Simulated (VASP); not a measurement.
# ZnO (P6/mmm) in VASP: notebook

Runs on ZnO. Level: PBE. Tasks: single point, relaxation of cell and atoms.

Everything below comes from runs of VASP 6.6.1. Logs are shortened: lines on timing, memory, paths and dates and some standing lists are left out, and cuts for length are marked.

**1. The cell of the first run**

The structure is hexagonal, space group P6/mmm (No. 191). Conventional cell: a = 2.849 Å, b = 2.849 Å, c = 3.449 Å, α = 90.00°, β = 90.00°, γ = 120.00°. Within 2.3 Å of Zn (site symmetry 6/mmm) lie 2 O at 1.72 Å. Within 2.3 Å of O (site symmetry 6/mmm) lie 2 Zn at 1.72 Å.

**2. Single point, PBE**

Contents of INCAR:

```
SYSTEM = ZnO
PREC = Accurate
ENCUT = 520
EDIFF = 1E-6
ISMEAR = 0
SIGMA = 0.1
LREAL = .FALSE.
LASPH = .TRUE.
NELM = 100
ALGO = Normal
ISIF = 2
LWAVE = .FALSE.
LCHARG = .TRUE.
GGA = PE
LELF = .TRUE.
LVHAR = .TRUE.
NBANDS = 16
```

Contents of KPOINTS:

```
regular mesh
0
G
  6 6 6
  0 0 0
```

Contents of POSCAR:

```
ZnO
1.0
    2.8490538000      0.0000000000      0.0000000000
   -1.4245269000      2.4673529700      0.0000000000
    0.0000000000      0.0000000000      3.4493416100
Zn O
1 1
Direct
    0.0000000000      0.0000000000      0.0000000000
    0.0000000000      0.0000000000      0.5000000000
```

Potentials or basis: VASP PAW PBE potentials, release 64 (Zn, O).

Command:

```bash
cat potpaw_PBE.64/Zn/POTCAR potpaw_PBE.64/O/POTCAR > POTCAR
mpirun -np 1 vasp_std > vasp.out
```

OUTCAR:

```text
SYSTEM = ZnO
   PREC = Accurate
   ENCUT = 520
   EDIFF = 1E-6
   ISMEAR = 0
   LREAL = .FALSE.
   LASPH = .TRUE.
   NELM = 100
   ISIF = 2
   GGA = PE

 ion  position               nearest neighbor table
   1  0.000  0.000  0.000-   2 1.72   2 1.72
   2  0.000  0.000  0.500-   1 1.72   1 1.72

  LATTYP: Found a hexagonal cell.
 ALAT       =     2.8490538000
 C/A-ratio  =     1.2106972532

  Lattice vectors:

 A1 = (   2.8490538000,   0.0000000000,   0.0000000000)
 A2 = (  -1.4245269000,   2.4673529700,   0.0000000000)
 A3 = (   0.0000000000,   0.0000000000,   3.4493416100)

Analysis of symmetry for initial positions (statically):
=====================================================================
 Subroutine PRICEL returns:
 Original cell was already a primitive cell.

 Routine SETGRP: Setting up the symmetry group for a
 hexagonal supercell.

 Subroutine GETGRP returns: Found 24 space group operations
 (whereof 24 operations were pure point group operations)
 out of a pool of 24 trial point group operations.

The static configuration has the point symmetry D_6h.

Analysis of symmetry for dynamics (positions and initial velocities):
=====================================================================
 Subroutine PRICEL returns:
 Original cell was already a primitive cell.

 Routine SETGRP: Setting up the symmetry group for a
 hexagonal supercell.

 Subroutine GETGRP returns: Found 24 space group operations
 (whereof 24 operations were pure point group operations)
 out of a pool of 24 trial point group operations.

The dynamic configuration has the point symmetry D_6h.

 Subroutine INISYM returns: Found 24 space group operations
 (whereof 24 operations are pure point group operations),
 and found     1 'primitive' translations

----------------------------------------------------------------------------------------

                                     Primitive cell

  volume of cell :      24.2476

  direct lattice vectors                    reciprocal lattice vectors
     2.849053800  0.000000000  0.000000000     0.350993723  0.202646320  0.000000000
    -1.424526900  2.467352970  0.000000000     0.000000000  0.405292640  0.000000000
     0.000000000  0.000000000  3.449341610     0.000000000  0.000000000  0.289910398

  length of vectors
     2.849053800  2.849053802  3.449341610     0.405292641  0.405292640  0.289910398

  position of ions in fractional coordinates (direct lattice)
     0.000000000  0.000000000  0.000000000
     0.000000000  0.000000000  0.500000000

  ion indices of the primitive-cell ions
   primitive index   ion index
                 1           1
                 2           2

----------------------------------------------------------------------------------------

 KPOINTS: regular mesh

Automatic generation of k-mesh.
 Grid dimensions read from file:
 generate k-points for:    6    6    6

 Generating k-lattice:

  Cartesian coordinates                     Fractional coordinates (reciprocal lattice)
     0.058498954  0.033774387  0.000000000     0.166666667  0.000000000  0.000000000
     0.000000000  0.067548773  0.000000000     0.000000000  0.166666667  0.000000000
     0.000000000  0.000000000  0.048318400     0.000000000  0.000000000  0.166666667

  Length of vectors
     0.067548773  0.067548773  0.048318400

  Shift w.r.t. Gamma in fractional coordinates (k-lattice)
     0.000000000  0.000000000  0.000000000

 Subroutine IBZKPT returns following result:
 ===========================================

 Found     28 irreducible k-points:

 Following reciprocal coordinates:
            Coordinates               Weight
  0.000000  0.000000  0.000000      1.000000
  0.166667  0.000000  0.000000      6.000000
  0.333333  0.000000  0.000000      6.000000
  0.500000  0.000000  0.000000      3.000000
  0.166667  0.166667  0.000000      6.000000
  0.333333  0.166667  0.000000     12.000000
[... 16 lines left out ...]
  0.166667  0.000000  0.500000      6.000000
  0.333333  0.000000  0.500000      6.000000
 [... further k-points ...]
   k-points           NKPTS =     28   k-points in BZ     NKDIM =     28   number of bands    NBANDS=     16
   number of dos      NEDOS =    301   number of ions     NIONS =      2
   total plane-waves  NPLWV =  16128
   dimension x,y,z NGX =    24 NGY =   24 NGZ =   28
   dimension x,y,z NGXF=    48 NGYF=   48 NGZF=   56
   ions per type =               1   1
   NGX,Y,Z   is equivalent  to a cutoff of  14.00, 14.00, 13.49 a.u.
   NGXF,Y,Z  is equivalent  to a cutoff of  28.01, 28.01, 26.99 a.u.
 SYSTEM =  ZnO
   PREC   = accura    normal or accurate (medium, high low for compatibility)
   ISTART =      0    job   : 0-new  1-cont  2-samecut
   ICHARG =      2    charge: 1-file 2-atom 10-const
   ISPIN  =      1    spin polarized calculation?
   LNONCOLLINEAR =      F non collinear calculations
   LSORBIT =      F    spin-orbit coupling
   LASPH  =      T    aspherical Exc in radial PAW
   ENCUT  =  520.0 eV  38.22 Ry    6.18 a.u.   5.30  5.30  6.41*2*pi/ulx,y,z
   NELM   =    100;   NELMIN=  2; NELMDL= -5     # of ELM steps
   EDIFF  = 0.1E-05   stopping-criterion for ELM
   LREAL  =      F    real-space projection
   EDIFFG = 0.1E-04   stopping-criterion for IOM
   NSW    =      0    number of steps for IOM
   IBRION =     -1    ionic relax: 0-MD 1-quasi-New 2-CG
   NFREE  =      0    steps in history (QN), initial steepest desc. (CG)
   ISIF   =      2    stress and relaxation
   ISYM   =      2    0-nonsym 1-usesym 2-fastsym
   POTIM  = 0.5000    time-step for ionic-motion
   TEBEG  =    0.0;   TEEND  =   0.0 temperature during run
   PSTRESS=    0.0 pullay stress
   NELECT =      18.0000    total number of electrons
   NUPDOWN=      -1.0000    fix difference up-down
   EMIN   =  10.00;   EMAX   =-10.00  energy-range for DOS
   EFERMI =   0.00;   METHOD = LEGACY
   ISMEAR =     0;   SIGMA  =   0.10  broadening in eV -4-tet -1-fermi 0-gaus
   EFERMI_NEDOS =   21; number of points for ismear=-14 and -15
   IALGO  =     38    algorithm
   IMIX   =      4    mixing-type and parameters
     AMIX     =   0.40;   BMIX     =  1.00
     AMIX_MAG =   1.60;   BMIX_MAG =  1.00
  volume/ion in A,a.u.               =      12.12        81.82
  Fermi-wavevector in a.u.,A,eV,Ry     =   1.482323  2.801185 29.895844  2.197283
  Thomas-Fermi vector in A             =   2.596124
   LORBIT       =      0    0 simple, 1 ext, 2 COOP (PROOUT), +10 PAW based schemes
   GGA     = PE    functional components
   LHFCALC =     F    Hartree Fock is set to
   AEXX    =    0.0000 exact exchange contribution
   IVDW    =     0    specifies the selected vdW correction
   LEPSILON=     F    determine dielectric tensor
   LRPA    =     F    only Hartree local field effects (RPA)
 non-spin polarized calculation
 Gauss-broadening in eV      SIGMA  =   0.10
  energy-cutoff  :      520.00
  volume of cell :       24.25
 maximum number of plane-waves:       667
 NGX is ok and might be reduce to    24
   NGX = 11   NGY = 11   NGZ = 13

 number of electron      18.0000006 magnetization

 Free energy of the ion-electron system (eV)
  ---------------------------------------------------
  ext. energy  EPLUGINS =         0.00000000
  ---------------------------------------------------
  free energy    TOTEN  =        -6.63874426 eV

  energy without entropy =       -6.63581023  energy(sigma->0) =       -6.63727725

 E-fermi :   1.7749     XC(G=0): -10.9677

 val. band max:        1.7213868151   @ k =   0.0000   0.0000   0.3333
 cond. band min:       1.7959681052   @ k =   0.1667   0.0000   0.5000
 fundamental gap:      0.0745812900
 Fermi energy:         1.7749490860

 k-point     1 :       0.0000    0.0000    0.0000
  band No.  band energies     occupation
      1     -17.0416      2.00000
      2      -6.0438      2.00000
      3      -5.5458      2.00000
      4      -5.5458      2.00000
      5      -5.1013      2.00000
      6      -5.1013      2.00000
[... 8 lines left out ...]
     15      20.7092      0.00000
     16      20.7102      0.00000

 k-point     2 :       0.1667    0.0000    0.0000
  band No.  band energies     occupation
      1     -16.8564      2.00000
      2      -5.8144      2.00000
      3      -5.5509      2.00000
      4      -5.4265      2.00000
      5      -5.2154      2.00000
      6      -5.1196      2.00000
[... 8 lines left out ...]
     15      19.7682      0.00000
     16      24.5149      0.00000

 k-point     3 :       0.3333    0.0000    0.0000
  band No.  band energies     occupation
      1     -16.4599      2.00000
      2      -5.8656      2.00000
      3      -5.3925      2.00000
      4      -5.1754      2.00000
      5      -5.1561      2.00000
      6      -4.9080      2.00000
[... 8 lines left out ...]
     15      20.3264      0.00000
     16      21.6948      0.00000

 k-point     4 :       0.5000    0.0000    0.0000
  band No.  band energies     occupation
      1     -16.2473      2.00000
      2      -5.9444      2.00000
      3      -5.4651      2.00000
      4      -5.1743      2.00000
      5      -5.0425      2.00000
      6      -4.2600      2.00000
[... 8 lines left out ...]
     15      19.8680      0.00000
     16      21.9630      0.00000
[... 324 lines left out ...]
 k-point    22 :       0.0000    0.0000    0.5000
  band No.  band energies     occupation
      1     -16.2288      2.00000
      2      -7.8478      2.00000
      3      -5.6527      2.00000
      4      -5.5374      2.00000
      5      -5.5374      2.00000
      6      -5.4339      2.00000
[... 8 lines left out ...]
     15      22.1644      0.00000
     16      23.1615      0.00000

 k-point    23 :       0.1667    0.0000    0.5000
  band No.  band energies     occupation
      1     -16.0504      2.00000
      2      -7.7610      2.00000
      3      -5.6343      2.00000
      4      -5.6105      2.00000
      5      -5.4672      2.00000
      6      -5.4184      2.00000
[... 8 lines left out ...]
     15      20.4198      0.00000
     16      22.1201      0.00000

 k-point    24 :       0.3333    0.0000    0.5000
  band No.  band energies     occupation
      1     -15.6628      2.00000
      2      -7.6280      2.00000
      3      -6.0149      2.00000
      4      -5.8106      2.00000
      5      -5.5344      2.00000
      6      -5.1701      2.00000
[... 8 lines left out ...]
     15      20.3612      0.00000
     16      22.7347      0.00000

 [... further k-points ...]

------------------------ aborting loop because EDIFF is reached ----------------------------------------

  FORCE on cell =-STRESS in cart. coord.  units (eV):
  Direction    XX          YY          ZZ          XY          YZ          ZX
  --------------------------------------------------------------------------------------
  -------------------------------------------------------------------------------------
  Total        3.3523255      3.3523255      1.7360329      0.0000000      0.0000000      0.0000000
  in kB      221.5075972    221.5075976    114.7097629      0.0000000      0.0000000      0.0000000
  external PRESSURE =     185.9083192 kB  Pullay stress =       0.0000000 kB

 VOLUME and BASIS-vectors are now :
 -----------------------------------------------------------------------------
  energy-cutoff  :      520.00
  volume of cell :       24.25
      direct lattice vectors                 reciprocal lattice vectors
     2.849053800  0.000000000  0.000000000     0.350993723  0.202646320  0.000000000
    -1.424526900  2.467352970  0.000000000     0.000000000  0.405292640  0.000000000
     0.000000000  0.000000000  3.449341610     0.000000000  0.000000000  0.289910398

 POSITION                                       TOTAL-FORCE (eV/Angst)
 -----------------------------------------------------------------------------------
      0.00000      0.00000      0.00000         0.000000      0.000000      0.000000
      0.00000      0.00000      1.72467         0.000000      0.000000      0.000000
 -----------------------------------------------------------------------------------
    total drift:                                0.000000      0.000000      0.000000

  FREE ENERGIE OF THE ION-ELECTRON SYSTEM (eV)
  ---------------------------------------------------
  free  energy   TOTEN  =        -6.6387442606 eV

  energy  without entropy=       -6.6358102296  energy(sigma->0) =       -6.63727725
```

Wall time 6.4 s (1 thread of Intel Xeon Platinum 8488C (Sapphire Rapids), shared host); peak memory 0.14 GiB.

What came out:

```yaml
Free_energy: -6.6387 eV
Pressure: 18.6 GPa
Band_gap_on_the_k_mesh: zero (band 9 reaches 1.92 eV, above the bottom of band 10 at 1.12 eV)
```

Stress tensor (GPa, compression positive):
```
22.15  0.00  0.00
 0.00 22.15  0.00
 0.00  0.00 11.47
```

Caveat: the k points lie up to 0.42 Å⁻¹ apart.

**3. Single point, PBE**

This run uses another cell than the first one, of 28.16 Å³/atom, 2.323 times its volume.

Contents of INCAR:

```
SYSTEM = ZnO
PREC = Accurate ; ENCUT = 520
EDIFF = 1E-6 ; ISMEAR = 0
SIGMA = 0.1 ; LREAL = .False.
LASPH = .True. ; NELM = 80
ALGO = Normal ; ISIF = 2
LWAVE = .False. ; LCHARG = .True.
GGA = PE ; LELF = .True.
LVHAR = .True. ; NBANDS = 16
```

Contents of KPOINTS:

```
regular mesh
0
Gamma
  6 6 6
  0 0 0
```

Contents of POSCAR:

```
ZnO
1.0
    4.3379809838      0.0000000000      0.0000000000
   -2.1689904919      3.7568017331      0.0000000000
    0.0000000000      0.0000000000      3.4556930799
Zn O
1 1
Direct
    0.0000000000      0.0000000000      0.0000000000
    0.0000000000      0.0000000000      0.5000000000
```

Potentials or basis: VASP PAW PBE potentials, release 64 (Zn, O).

Command:

```bash
cat potpaw_PBE.64/Zn/POTCAR potpaw_PBE.64/O/POTCAR > POTCAR
mpirun -np 1 vasp_std > vasp.out
```

Run time: 14 s. Hardware: 1 thread of Intel Xeon Platinum 8488C (Sapphire Rapids), shared host; peak memory 0.18 GiB.

It converged, with:

| Item | Value |
| --- | --- |
| Free energy | -7.4824 eV |
| Pressure | 0.8 GPa |
| Band gap on the k mesh | 1.38 eV, indirect (least direct gap 2.78 eV) |

Stress tensor (GPa, compression positive):
```
0.22 0.00 0.00
0.00 0.22 0.00
0.00 0.00 1.92
```

Levels at points of the mesh, in eV from the valence-band top:
```tsv
k point	band 5	band 6	band 7	band 8	band 9	band 10	band 11	band 12	band 13	band 14
(0.00, 0.00, 0.00)	-5.54	-5.07	-3.37	-1.40	-1.40	1.38	9.82	9.95	9.95	11.25
(0.50, 0.00, 0.00)	-5.54	-4.94	-3.35	-2.02	-1.52	3.30	5.02	8.53	8.72	14.74
(0.00, 0.00, 0.50)	-5.64	-5.64	-3.29	0.00	0.00	5.62	6.76	8.20	8.20	13.91
(0.50, 0.00, 0.50)	-5.64	-5.61	-2.90	-0.27	-0.05	4.32	7.22	7.48	9.67	9.77
```

A k mesh can miss the band edges.

(Part 1 of 2 ends here.)
